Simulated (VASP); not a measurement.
# BN (I-4m2) in VASP: G0W0 quasiparticle levels with PBE

Aim: the G0W0 quasiparticle levels of BN with PBE.

All numbers are computed with VASP 6.6.1; they aren't measurements. Logs are shortened: lines on timing, memory, paths and dates and some standing lists are left out, and cuts for length are marked.

## 1. The cell of the first run

Symmetry: I-4m2, No. 119, tetragonal system. The conventional cell has a = 2.596 Å, b = 2.596 Å, c = 3.583 Å, α = 90.00°, β = 90.00°, γ = 90.00°. Within 2.1 Å of B (site symmetry -4m2) lie 4 N at 1.58 Å. N (site symmetry -4m2) has 4 B at 1.58 Å within 2.1 Å.

## 2. G0W0 quasiparticle levels, PBE

POSCAR

```
BN
1.0
    0.0000000000      1.8353260892      1.7917417124
    1.8353260892      0.0000000000      1.7917417124
    1.8353260892      1.8353260892      0.0000000000
B N
1 1
Direct
    0.0000000000      0.0000000000      0.0000000000
    0.2500000000      0.2500000000      0.2500000000
```

INCAR.step1

```
SYSTEM = BN
PREC = Accurate
ENCUT = 500
EDIFF = 1E-8
ISMEAR = 0
SIGMA = 0.01
LREAL = .FALSE.
LASPH = .TRUE.
NELM = 80
ALGO = Normal
LWAVE = .TRUE.
LCHARG = .FALSE.
GGA = PE
```

INCAR.step2

```
SYSTEM = BN
PREC = Accurate
ENCUT = 500
EDIFF = 1E-8
ISMEAR = 0
SIGMA = 0.01
LREAL = .FALSE.
LASPH = .TRUE.
NELM = 1
ALGO = Exact
LWAVE = .TRUE.
LCHARG = .FALSE.
GGA = PE
NBANDS = 54
LOPTICS = .TRUE.
ISTART = 1
```

INCAR.step3

```
SYSTEM = BN
PREC = Accurate
ENCUT = 500
EDIFF = 1E-8
ISMEAR = 0
SIGMA = 0.01
LREAL = .FALSE.
LASPH = .TRUE.
ALGO = EVGW0
LWAVE = .FALSE.
LCHARG = .FALSE.
GGA = PE
NELMGW = 1
NBANDS = 54
ENCUTGW = 150.0
NOMEGA = 96
PRECFOCK = Fast
ISTART = 1
NBANDSGW = 12
OMEGAMAX = 20
```

KPOINTS

```
regular mesh
0
G
  6 6 6
  0 0 0
```

Potentials or basis: VASP PAW PBE potentials, release 64 (B_GW, N_GW).

The run is started by

```bash
cat potpaw_PBE.64/B_GW/POTCAR potpaw_PBE.64/N_GW/POTCAR > POTCAR
cp INCAR.step1 INCAR
mpirun -np 1 vasp_std > vasp.out
cp INCAR.step2 INCAR
mpirun -np 1 vasp_std > vasp.out
cp INCAR.step3 INCAR
mpirun -np 1 vasp_std > vasp.out
```

OUTCAR:

```text
SYSTEM = BN
   PREC = Accurate
   ENCUT = 500
   EDIFF = 1E-8
   ISMEAR = 0
   LREAL = .FALSE.
   LASPH = .TRUE.
   GGA = PE
   NELMGW = 1
   ENCUTGW = 150.0
   PRECFOCK = Fast
   ISTART = 1

 ion  position               nearest neighbor table
   1  0.000  0.000  0.000-   2 1.58   2 1.58   2 1.58   2 1.58
   2  0.250  0.250  0.250-   1 1.58   1 1.58   1 1.58   1 1.58

  LATTYP: Found a body centered tetragonal cell.
 ALAT       =     2.5955430467
 C/A-ratio  =     1.3806295485

  Lattice vectors:

 A1 = (   0.0000000000,  -1.8353260892,  -1.7917417124)
 A2 = (   0.0000000000,   1.8353260892,  -1.7917417124)
 A3 = (   1.8353260892,   0.0000000000,   1.7917417124)

Analysis of symmetry for initial positions (statically):
=====================================================================
 Subroutine PRICEL returns:
 Original cell was already a primitive cell.

 Routine SETGRP: Setting up the symmetry group for a
 body centered tetragonal supercell.

 Subroutine GETGRP returns: Found  8 space group operations
 (whereof  8 operations were pure point group operations)
 out of a pool of 16 trial point group operations.

The static configuration has the point symmetry D_2d.

Analysis of symmetry for dynamics (positions and initial velocities):
=====================================================================
 Subroutine PRICEL returns:
 Original cell was already a primitive cell.

 Routine SETGRP: Setting up the symmetry group for a
 body centered tetragonal supercell.

 Subroutine GETGRP returns: Found  8 space group operations
 (whereof  8 operations were pure point group operations)
 out of a pool of 16 trial point group operations.

The dynamic configuration has the point symmetry D_2d.

 Subroutine INISYM returns: Found  8 space group operations
 (whereof  8 operations are pure point group operations),
 and found     1 'primitive' translations

----------------------------------------------------------------------------------------

                                     Primitive cell

  volume of cell :      12.0707

  direct lattice vectors                    reciprocal lattice vectors
     0.000000000  1.835326089  1.791741712    -0.272431152  0.272431152  0.279058079
     1.835326089  0.000000000  1.791741712     0.272431152 -0.272431152  0.279058079
     1.835326089  1.835326089  0.000000000     0.272431152  0.272431152 -0.279058079

  length of vectors
     2.564909398  2.564909398  2.595543047     0.475721427  0.475721427  0.475721427

  position of ions in fractional coordinates (direct lattice)
     0.000000000  0.000000000  0.000000000
     0.250000000  0.250000000  0.250000000

  ion indices of the primitive-cell ions
   primitive index   ion index
                 1           1
                 2           2

----------------------------------------------------------------------------------------

 KPOINTS: regular mesh

Automatic generation of k-mesh.
 Grid dimensions read from file:
 generate k-points for:    6    6    6

 Generating k-lattice:

  Cartesian coordinates                     Fractional coordinates (reciprocal lattice)
    -0.045405192  0.045405192  0.046509680     0.166666667  0.000000000  0.000000000
     0.045405192 -0.045405192  0.046509680     0.000000000  0.166666667  0.000000000
     0.045405192  0.045405192 -0.046509680     0.000000000  0.000000000  0.166666667

  Length of vectors
     0.079286904  0.079286904  0.079286904

  Shift w.r.t. Gamma in fractional coordinates (k-lattice)
     0.000000000  0.000000000  0.000000000

 Subroutine IBZKPT returns following result:
 ===========================================

 Found     30 irreducible k-points:

 Following reciprocal coordinates:
            Coordinates               Weight
  0.000000  0.000000  0.000000      1.000000
  0.166667  0.000000  0.000000      8.000000
  0.333333  0.000000  0.000000      8.000000
  0.500000  0.000000  0.000000      4.000000
  0.166667  0.166667  0.000000      2.000000
  0.333333  0.166667  0.000000      8.000000
[... 16 lines left out ...]
  0.333333  0.000000  0.333333      4.000000
  0.500000 -0.000000  0.333333     16.000000
 [... further k-points ...]
   k-points           NKPTS =     30   k-points in BZ     NKDIM =    216   number of bands    NBANDS=     54
   number of dos      NEDOS =    301   number of ions     NIONS =      2
   total plane-waves  NPLWV =   8000
   dimension x,y,z NGX =    20 NGY =   20 NGZ =   20
   dimension x,y,z NGXF=    40 NGYF=   40 NGZF=   40
   ions per type =               1   1
   NGX,Y,Z   is equivalent  to a cutoff of  12.96, 12.96, 12.81 a.u.
   NGXF,Y,Z  is equivalent  to a cutoff of  25.93, 25.93, 25.62 a.u.
 SYSTEM =  BN
   PREC   = accura    normal or accurate (medium, high low for compatibility)
   ISTART =      1    job   : 0-new  1-cont  2-samecut
   ICHARG =      0    charge: 1-file 2-atom 10-const
   ISPIN  =      1    spin polarized calculation?
   LNONCOLLINEAR =      F non collinear calculations
   LSORBIT =      F    spin-orbit coupling
   LASPH  =      T    aspherical Exc in radial PAW
   ENCUT  =  500.0 eV  36.75 Ry    6.06 a.u.   4.68  4.68  4.73*2*pi/ulx,y,z
   NELM   =     60;   NELMIN=  2; NELMDL=  0     # of ELM steps
   EDIFF  = 0.1E-07   stopping-criterion for ELM
   LREAL  =      F    real-space projection
   EDIFFG = 0.1E-06   stopping-criterion for IOM
   NSW    =      0    number of steps for IOM
   IBRION =     -1    ionic relax: 0-MD 1-quasi-New 2-CG
   NFREE  =      0    steps in history (QN), initial steepest desc. (CG)
   ISIF   =      0    stress and relaxation
   ISYM   =      3    0-nonsym 1-usesym 2-fastsym
   POTIM  = 0.5000    time-step for ionic-motion
   TEBEG  =    0.0;   TEEND  =   0.0 temperature during run
   PSTRESS=    0.0 pullay stress
   NELECT =       8.0000    total number of electrons
   NUPDOWN=      -1.0000    fix difference up-down
   EMIN   =  10.00;   EMAX   =-10.00  energy-range for DOS
   EFERMI =   0.00;   METHOD = LEGACY
   ISMEAR =     0;   SIGMA  =   0.01  broadening in eV -4-tet -1-fermi 0-gaus
   EFERMI_NEDOS =   21; number of points for ismear=-14 and -15
   IALGO  =     38    algorithm
   IMIX   =      4    mixing-type and parameters
     AMIX     =   0.40;   BMIX     =  1.00
     AMIX_MAG =   1.60;   BMIX_MAG =  1.00
  volume/ion in A,a.u.               =       6.04        40.73
  Fermi-wavevector in a.u.,A,eV,Ry     =   1.427340  2.697282 27.719155  2.037300
  Thomas-Fermi vector in A             =   2.547520
   LORBIT       =      0    0 simple, 1 ext, 2 COOP (PROOUT), +10 PAW based schemes
   GGA     = PE    functional components
   LHFCALC =     T    Hartree Fock is set to
   PRECFOCK=fast      Normal, Fast or Accurate (Low or Medium for compatibility)
   ENCUT4O =  -1.0   cutoff for four orbital integrals eV
   NKREDX  =     1    reduce k-point grid by
   NKREDY  =     1    reduce k-point grid by
   NKREDZ  =     1    reduce k-point grid by
   AEXX    =    1.0000 exact exchange contribution
   HFSCREEN=    0.0000 screening length (either q_TF or 0.3 A-1)
   HFSCREENC=   0.0000 screening length for correlation (either q_TF or 0.3 A-1)
   ENCUTFOCK=  -1.0 apply spherical cutoff to Coloumb kernel
   IVDW    =     0    specifies the selected vdW correction
   LEPSILON=     F    determine dielectric tensor
   LRPA    =     F    only Hartree local field effects (RPA)
   LRPAFORCE           =     F    calculate RPA forces
   ENCUTGW             = 150.0    cutoff for response function in eV
   ENCUTGWSOFT         = 120.0    soft cutoff for Coulomb kernel in GW response function in eV
   ENCUTLF             =  -1.0    cutoff for local field effects
   NELMGW              =     1    number of iterations in solving QP/BSE equation
   NELMHF              =     1    number of iterations in the inner HF iteration
   NKREDLFX            =     1    NKREDLFY  =   1   NKREDLFZ  =   1
 non-spin polarized calculation
 Gauss-broadening in eV      SIGMA  =   0.01
  energy-cutoff  :      500.00
  volume of cell :       12.07
 maximum number of plane-waves:       323
  NGX = 12; NGY = 12; NGZ = 12
   NGX =  9   NGY =  9   NGZ =  9
 maximum number of plane-waves:        59

 QP shifts <psi_nk| G(iteration)W_0 |psi_nk>: iteration 1
 for sc-GW calculations column KS-energies equals QP-energies in previous step
 and V_xc(KS)=  KS-energies - (<T + V_ion + V_H > + <T+V_H+V_ion>^1  + <V_x>^1)

 k-point   1 :       0.0000    0.0000    0.0000
  band No.  KS-energies  QP-energies   sigma(KS)   V_xc(KS)     V^pw_x(r,r')   Z            occupation Imag(sigma)

      1     -12.7908     -14.6919     -17.8630     -15.4367     -26.3853       0.7835       2.0000       1.3367
      2       7.1210       6.3648     -19.1123     -18.1962     -21.7810       0.8255       2.0000       0.0303
      3       7.1210       6.3648     -19.1123     -18.1962     -21.7810       0.8255       2.0000       0.0303
      4       7.3461       6.6018     -19.1415     -18.2407     -21.8153       0.8263       2.0000       0.0303
      5      15.8039      17.1354     -12.0593     -13.6571      -6.9000       0.8333       0.0000      -0.0438
      6      15.9732      17.3110     -12.1224     -13.7292      -6.9623       0.8326       0.0000      -0.0429
      7      15.9732      17.3110     -12.1224     -13.7292      -6.9623       0.8326       0.0000      -0.0429
      8      17.1866      18.3724     -13.9319     -15.3825      -8.4106       0.8175       0.0000      -0.0512
      9      31.5369      31.9542     -10.8240     -11.3549      -3.2857       0.7861       0.0000      -0.4513
     10      34.1055      35.2777     -11.7823     -13.1784      -5.4252       0.8396       0.0000      -0.4571
     11      34.9026      35.4434     -10.2916     -10.9434      -3.0146       0.8296       0.0000      -0.8511
     12      34.9026      35.4434     -10.2916     -10.9434      -3.0146       0.8296       0.0000      -0.8511

 k-point   2 :       0.1667    0.0000    0.0000
  band No.  KS-energies  QP-energies   sigma(KS)   V_xc(KS)     V^pw_x(r,r')   Z            occupation Imag(sigma)
[... 353 lines left out ...]
      1      -7.9363      -9.3932     -18.8547     -16.8958     -26.4603       0.7437       2.0000       0.6161
      2      -0.8669      -2.4062     -17.5537     -15.5799     -22.1468       0.7799       2.0000       0.0745
      3       1.3994       0.0712     -17.2433     -15.5878     -20.9805       0.8023       2.0000       0.0485
      4       3.0761       1.9042     -17.8789     -16.4315     -21.3465       0.8097       2.0000       0.0416
      5      13.5156      14.3750     -11.9748     -12.9928      -7.2970       0.8442       0.0000      -0.0389
      6      18.3586      19.4377     -12.1704     -13.4683      -6.8075       0.8314       0.0000      -0.0480
      7      22.8535      24.5326     -13.5155     -15.6641      -6.6224       0.7815       0.0000      -0.1004
      8      23.4372      25.1421     -13.6333     -15.8292      -6.6185       0.7764       0.0000      -0.1084
      9      26.7546      28.2339     -13.8027     -15.7207      -6.5176       0.7712       0.0000      -0.1879
     10      33.3228      34.6270     -11.9716     -13.6180      -3.9181       0.7922       0.0000      -0.6954
     11      37.1731      38.2376     -11.4688     -12.7634      -4.2409       0.8223       0.0000      -0.8009
     12      41.4893      42.3999     -10.8349     -11.9360      -3.1448       0.8270       0.0000      -1.0894

 [... further k-points ...]
```

Wall time 4.2 min (1 thread of AMD EPYC 7R43 (Zen 3), shared host); peak memory 0.22 GiB.

Results:

```yaml
Quasiparticle_gap: 5.47 eV
Least_direct_quasiparticle_gap: 10.53 eV
Band_gap_of_the_starting_levels_on_the_mesh: 4.02 eV
Least_direct_gap_of_the_starting_levels_on_the_mesh: 8.46 eV
```

Caveat: the k points lie up to 0.50 Å⁻¹ apart; bands, screening cutoff and mesh are small and nothing is extrapolated, so the quasiparticle values aren't converged.
